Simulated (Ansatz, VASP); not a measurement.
## Two plane-wave programs on Mo3H2

Contents of INCAR:

```
SYSTEM = Mo3H2
PREC = Accurate
ENCUT = 520
EDIFF = 1E-7
ISMEAR = 0
SIGMA = 0.1
LREAL = .FALSE.
LASPH = .TRUE.
NELM = 60
ALGO = Normal
ISIF = 2
LWAVE = .FALSE.
LCHARG = .TRUE.
GGA = PE
LELF = .TRUE.
LVHAR = .TRUE.
NBANDS = 30
```

File KPOINTS:

```
Automatic mesh
0
G
  6 6 4
  0 0 0
```

The input POSCAR:

```
Mo3H2
1.0
    3.7257723490      0.0000000000      0.0000000000
   -1.8628861745      3.2266135029      0.0000000000
    0.0000000000      0.0000000000      4.4985265202
H Mo
2 3
Direct
    0.3333333333      0.6666666667      0.1380000000
    0.6666666667      0.3333333333      0.8620000000
    0.0000000000      0.0000000000      0.0000000000
    0.3333333333      0.6666666667      0.6250000000
    0.6666666667      0.3333333333      0.3750000000
```

Input for Ansatz:

```yaml
crystal:
  lattice:
    - [3.725772349, 0.0, 0.0]
    - [-1.8628861745, 3.2266135029, 0.0]
    - [0.0, 0.0, 4.4985265202]
  atoms:
    - { symbol: H, position: [0.3333333333, 0.6666666667, 0.138] }
    - { symbol: H, position: [0.6666666667, 0.3333333333, 0.862] }
    - { symbol: Mo, position: [0.0, 0.0, 0.0] }
    - { symbol: Mo, position: [0.3333333333, 0.6666666667, 0.625] }
    - { symbol: Mo, position: [0.6666666667, 0.3333333333, 0.375] }
basis:
  ecutwfc: 420
kpoints:
  mp_grid: { grid: [6, 6, 4] }
hamiltonian:
  xc: pbe
scf:
  occupations: { method: gaussian, width: 0.1 }
  lower_state_search: "off"
output:
  forces: true
  stress: true
  eigenvalues: true
```

Alike in both runs: task single point; functional PBE; k mesh 6 × 6 × 4; occupations gaussian, width 0.1 eV; no spin polarisation.

|  | VASP | Ansatz |
| --- | --- | --- |
| version | VASP 6.6.1 | Ansatz 0.2.0 |
| potentials or method | VASP PAW PBE potentials, release 64 (H, Mo_sv), cutoff 520 eV | scalar-relativistic, plane waves, PAW |
| valence electrons in the cell | 44 | 44 |

|  | VASP | Ansatz | Ansatz less VASP |
| --- | --- | --- | --- |
| gap on the k mesh at the Fermi level (eV) | none | none | - |
| pressure (GPa) | 9.2 | 8.6 | -0.57 |
| traceless stress, the component that is largest in VASP (GPa) | -6.26 | -6.14 | +0.119 |
| rms of the force components (eV/Å) | 0.832 | 0.812 | -0.0192 |

Atom by atom the forces differ by 0.019 eV/Å (rms over components). A gap of «none» marks a metal or a gap that the smearing closes.
